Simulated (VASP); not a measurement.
# AlN: relaxation of cell and atoms with PBE

The system is AlN.

```
Al N
1.0
     0.00000    2.20159    2.20159
     2.20159    0.00000    2.20159
     2.20159    2.20159    0.00000
Al N
1 1
Cartesian
  0.0000 0.0000 0.0000
  3.3024 3.3024 3.3024
```

| Item | Value |
| --- | --- |
| Program | VASP 6.6.1 |
| Task | relaxation of cell and atoms |
| Functional | PBE |
| Potentials or basis | VASP PAW PBE potentials, release 64 (Al, N) |
| Cutoff | 600 eV |
| k mesh | 10 × 10 × 10 |
| Occupations | gaussian, width 0.01 eV |
| Spin | no spin polarisation |
| Target pressure | -3 GPa |
| Dipole correction | no |
| Further INCAR settings | ALGO = Normal; EDIFF = 1e-07; IBRION = 2; EDIFFG = -0.001; NSW = 80; ISIF = 3 |

The relaxed volume is 10.82 Å³/atom and the relaxed cell is a = 3.128 Å, b = 3.128 Å, c = 3.128 Å, α = 60.00°, β = 60.00°, γ = 60.00°. The space group after relaxing (to 0.05 Å) is F-43m (No. 216), the energy change on relaxing (the enthalpy is what falls) is +1.6 meV/atom and the ionic steps are 3. The pressure after relaxing is -3.0 GPa and the band gap on the k mesh is 3.30 eV, indirect (least direct gap 3.86 eV).

The path:
| step | energy change (eV) | largest force (eV/Å) | pressure (GPa) | volume (Å³) |
| --- | --- | --- | --- | --- |
| 1 | 0.0000 | 0.0000 | -0.39 | 21.34 |
| 2 | 0.0092 | 0.0000 | -4.97 | 21.88 |
| 3 | 0.0032 | 0.0000 | -3.00 | 21.64 |

Final structure:
```
Al N
1.0
     0.00000    2.21183    2.21183
     2.21183    0.00000    2.21183
     2.21183    2.21183    0.00000
Al N
1 1
Direct
  0.00000 0.00000 0.00000
  0.75000 0.75000 0.75000
```

Levels at points of the mesh, in eV from the valence-band top:
| k point | band 1 | band 2 | band 3 | band 4 | band 5 | band 6 | band 7 | band 8 |
| --- | --- | --- | --- | --- | --- | --- | --- | --- |
| (0.00, 0.00, 0.00) | -14.76 | 0.00 | 0.00 | 0.00 | 3.86 | 12.19 | 12.19 | 12.19 |
| (0.50, 0.00, 0.00) | -12.83 | -5.70 | -0.48 | -0.48 | 7.04 | 9.61 | 10.91 | 10.91 |
| (0.50, 0.50, 0.00) | -12.23 | -4.79 | -1.73 | -1.73 | 3.30 | 8.38 | 13.45 | 15.26 |

Run time: 21 s on 1 thread of Intel(R) Xeon(R) Platinum 8375C CPU @ 2.90GHz (Ice Lake), with other jobs on the host, peak memory 0.15 GiB.

Caveat: the cell is relaxed towards a set pressure, so the enthalpy falls and the energy may rise. A k mesh can miss the band edges.
